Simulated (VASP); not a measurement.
# InP3 (R-3m) in VASP: a series of runs, part 2 of 2

VASP 6.6.1. Earlier steps stand in the parts before.

## 4. Single point, PBEsol (strain -0.080 along x and y, -0.040 along z)

File INCAR:

```
ALGO = Normal ; EDIFF = 1E-6
ENCUT = 520 ; GGA = PS
ISIF = 2 ; ISMEAR = 0
LASPH = T ; LCHARG = F
LREAL = F ; LWAVE = F
NBANDS = 38 ; NELM = 60
PREC = Accurate ; SIGMA = 0.15
```

File KPOINTS:

```
k-points
0
Gamma
  6 6 6
```

File POSCAR:

```
InP3
1.0
    3.4177878374      1.9732607279      3.1482012300
   -3.4177878374      1.9732607279      3.1482012300
    0.0000000000     -3.9465214559      3.1482012299
In P
2 6
Direct
    0.2732789115      0.2732789115      0.2732789115
    0.7267210885      0.7267210885      0.7267210885
    0.7947108827      0.2411926280      0.7947108827
    0.7947108827      0.7947108827      0.2411926280
    0.2411926280      0.7947108827      0.7947108827
    0.2052891173      0.7588073720      0.2052891173
    0.7588073720      0.2052891173      0.2052891173
    0.2052891173      0.2052891173      0.7588073720
```

Potentials or basis: VASP PAW PBE potentials, release 64 (In_d, P).

Command:

```bash
cat potpaw_PBE.64/In_d/POTCAR potpaw_PBE.64/P/POTCAR > POTCAR
mpirun -np 1 vasp_std > vasp.out
```

OUTCAR:

```text
EDIFF = 1E-6
   ENCUT = 520
   GGA = PS
   ISIF = 2
   ISMEAR = 0
   LASPH = T
   LREAL = F
   NELM = 60
   PREC = Accurate

 ion  position               nearest neighbor table
   1  0.273  0.273  0.273-   8 2.45   7 2.45   6 2.45   8 2.70   6 2.70   7 2.70   3 3.42   5 3.42
                             3 3.42   5 3.42   4 3.42   4 3.42
   2  0.727  0.727  0.727-   4 2.45   3 2.45   5 2.45   4 2.70   5 2.70   3 2.70   6 3.42   7 3.42
                             7 3.42   6 3.42   8 3.42   8 3.42
   3  0.795  0.241  0.795-   7 2.06   8 2.06   2 2.45   2 2.70   1 3.42   1 3.42
   4  0.795  0.795  0.241-   6 2.06   7 2.06   2 2.45   2 2.70   1 3.42   1 3.42
[... 1202 lines left out ...]
  in kB      337.4646379    337.4646379    210.5962204      0.0000000      0.0000000      0.0000000
  external PRESSURE =     295.1751654 kB  Pullay stress =       0.0000000 kB

 VOLUME and BASIS-vectors are now :
 -----------------------------------------------------------------------------
  energy-cutoff  :      520.00
  volume of cell :      127.39
      direct lattice vectors                 reciprocal lattice vectors
     3.417787837  1.973260728  3.148201230     0.146293458  0.084462567  0.105880568
    -3.417787837  1.973260728  3.148201230    -0.146293458  0.084462567  0.105880568
     0.000000000 -3.946521456  3.148201230     0.000000000 -0.168925134  0.105880568

 POSITION                                       TOTAL-FORCE (eV/Angst)
 -----------------------------------------------------------------------------------
      0.00000     -0.00000      2.58101         0.000000      0.000000     -0.231040
      0.00000     -0.00000      6.86359         0.000000     -0.000000      0.231040
      1.89181     -1.09224      5.76314        -1.232868      0.711797     -1.856852
      0.00000      2.18447      5.76314         0.000000     -1.423594     -1.856852
     -1.89181     -1.09224      5.76314         1.232868      0.711797     -1.856852
     -1.89181      1.09224      3.68146         1.232868     -0.711797      1.856852
      1.89181      1.09224      3.68146        -1.232868     -0.711797      1.856852
      0.00000     -2.18447      3.68146         0.000000      1.423594      1.856852
 -----------------------------------------------------------------------------------
    total drift:                               -0.000000      0.000000     -0.000000

  FREE ENERGIE OF THE ION-ELECTRON SYSTEM (eV)
  ---------------------------------------------------
  free  energy   TOTEN  =       -38.9549789047 eV

  energy  without entropy=      -38.9436214211  energy(sigma->0) =      -38.94930016
```

OSZICAR:

```text
N       E                     dE             d eps       ncg     rms          rms(c)
DAV:   1     0.514415997489E+03    0.51442E+03   -0.24884E+04  2438   0.167E+03
DAV:   2     0.330923277668E+02   -0.48132E+03   -0.46216E+03  2444   0.432E+02
DAV:   3    -0.364821393667E+02   -0.69574E+02   -0.66679E+02  3006   0.157E+02
DAV:   4    -0.401126562354E+02   -0.36305E+01   -0.35956E+01  3096   0.342E+01
DAV:   5    -0.402600981667E+02   -0.14744E+00   -0.14723E+00  3588   0.723E+00    0.181E+01
DAV:   6    -0.391021412452E+02    0.11580E+01   -0.20745E+00  3548   0.217E+01    0.104E+01
DAV:   7    -0.389662187486E+02    0.13592E+00   -0.11880E+00  3860   0.841E+00    0.222E+00
DAV:   8    -0.389555041434E+02    0.10715E-01   -0.19881E-01  3798   0.451E+00    0.192E+00
DAV:   9    -0.389553162052E+02    0.18794E-03   -0.91763E-03  3288   0.596E-01    0.976E-01
DAV:  10    -0.389550468104E+02    0.26939E-03   -0.13318E-03  3832   0.257E-01    0.473E-01
DAV:  11    -0.389549952292E+02    0.51581E-04   -0.67533E-04  3768   0.260E-01    0.896E-02
DAV:  12    -0.389549850150E+02    0.10214E-04   -0.19199E-04  3844   0.130E-01    0.697E-02
DAV:  13    -0.389549812115E+02    0.38035E-05   -0.18952E-05  3876   0.519E-02    0.194E-02
DAV:  14    -0.389549786781E+02    0.25334E-05   -0.86369E-06  3390   0.212E-02    0.140E-02
DAV:  15    -0.389549789047E+02   -0.22659E-06   -0.16638E-06  2192   0.737E-03
   1 F= -.38954979E+02 E0= -.38949300E+02  d E =-.113575E-01
```

Wall time 4.1 min (1 thread of AMD EPYC 7R13, shared host); peak memory 0.27 GiB.

What came out:

```yaml
Free_energy: -38.9550 eV
Pressure: 29.5 GPa
Largest_force: 2.340 eV/Å
Band_gap_on_the_k_mesh: zero (band 28 reaches 10.06 eV, above the bottom of band 29 at 9.36 eV)
```

Forces in eV/Å, atoms in the order of the input:
```
In   0.000  0.000 -0.231
In   0.000  0.000  0.231
P   -1.233  0.712 -1.857
P    0.000 -1.424 -1.857
P    1.233  0.712 -1.857
P    1.233 -0.712  1.857
P   -1.233 -0.712  1.857
P    0.000  1.424  1.857
```

Levels at points of the mesh, in eV from the Fermi level:
| k point | band 26 | band 27 | band 28 | band 29 | band 30 | band 31 |
| --- | --- | --- | --- | --- | --- | --- |
| (0.00, 0.00, 0.00) | -2.60 | -0.69 | -0.69 | -0.38 | 0.45 | 1.15 |
| (0.50, 0.00, 0.00) | -1.82 | -1.62 | -1.25 | -0.05 | 2.04 | 2.77 |
| (0.50, 0.50, 0.00) | -1.04 | -1.00 | -0.04 | 1.31 | 1.56 | 1.97 |
| (0.50, 0.50, 0.50) | 0.10 | 0.32 | 0.32 | 1.29 | 1.29 | 1.83 |

Caveat: the cell differs from its parent crystal (strain -0.080 along x and y, -0.040 along z); the PAW data sets were made with another functional, which shifts forces and pressure a little; spin-orbit coupling is left out, which moves the levels of the heavy elements.

## 5. The runs side by side

```csv
cell,gap on the mesh (eV),pressure (GPa),largest force (eV/Å)
"a = 5.832 Å, angles 86.9°, 8 atoms",none,-11.8,1.44
"a = 4.968 Å, angles 86.9°, 8 atoms",none,37.5,2.87
"a = 5.048 Å, angles 85.2°, 8 atoms",none,29.5,2.34
```

Alike in all rows: task single point; level PBEsol; potentials or basis VASP PAW PBE potentials, release 64 (In_d, P); no spin polarisation; k mesh 6 × 6 × 6; cutoff (eV) 520; smearing gaussian 0.15 eV.

Caveats: the PAW data sets were made with another functional, which shifts forces and pressure a little; spin-orbit coupling is left out, which moves the levels of the heavy elements.

Absolute energies hang on the potentials; compare differences alone.
